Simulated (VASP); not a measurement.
Input of a VASP 6.6.1 run:

The input INCAR:

```
SYSTEM = RbVF3
  ALGO = Normal
  EDIFF = 1E-6
  ENCUT = 520
  GGA = CA
  ISIF = 2
  ISMEAR = 0
  ISPIN = 2
  LASPH = .TRUE.
  LCHARG = .FALSE.
  LDAU = .TRUE.
  LDAUJ = 0 0 0
  LDAUL = -1 2 -1
  LDAUPRINT = 1
  LDAUTYPE = 2
  LDAUU = 0 4 0
  LMAXMIX = 4
  LORBIT = 11
  LREAL = .FALSE.
  LWAVE = .FALSE.
  MAGMOM = 0 2.51 0.02 0.05 0.05
  NBANDS = 34
  NELM = 150
  PREC = Accurate
  SIGMA = 0.05
```

The input KPOINTS:

```
k-points
0
G
  5 5 5
  0 0 0
```

POSCAR

```
RbVF3
1.0
    4.1819996800      0.0000000000      0.0000000000
    0.0000000000      4.1819996800      0.0000000000
    0.0000000000      0.0000000000      4.1819996800
Rb V F
1 1 3
Direct
    0.0000000000      0.0000000000      0.0000000000
    0.5000000000      0.5000000000      0.5000000000
    0.5000000000      0.5000000000      0.0000000000
    0.0000000000      0.5000000000      0.5000000000
    0.5000000000      0.0000000000      0.5000000000
```

Potentials or basis: VASP PAW LDA potentials, release 64 (Rb_sv, V_sv, F).

Command:

```bash
$ cat potpaw_LDA.64/Rb_sv/POTCAR potpaw_LDA.64/V_sv/POTCAR potpaw_LDA.64/F/POTCAR > POTCAR
$ mpirun -np 1 vasp_std > vasp.out
```

Q: Predict the net moment.

A: 3.00 μB per cell.

Q: Predict the pressure.

A: -3.3 GPa.

Q: Predict the band gap on the k mesh.

A: 2.28 eV, indirect (least direct gap 3.38 eV).

Q: What does it give for the site moments?

A: Rb +0.00; V +2.72; F +0.01 μB.

Eigenvalues of the final occupation matrices:
```csv
site,spin,trace,eigenvalues
site 2 d,1,2.92,0.09 0.09 0.91 0.91 0.91
site 2 d,2,0.21,0.02 0.02 0.02 0.08 0.08
```

A k mesh can miss the band edges. The state reached can hang on the start; a lower one may exist.
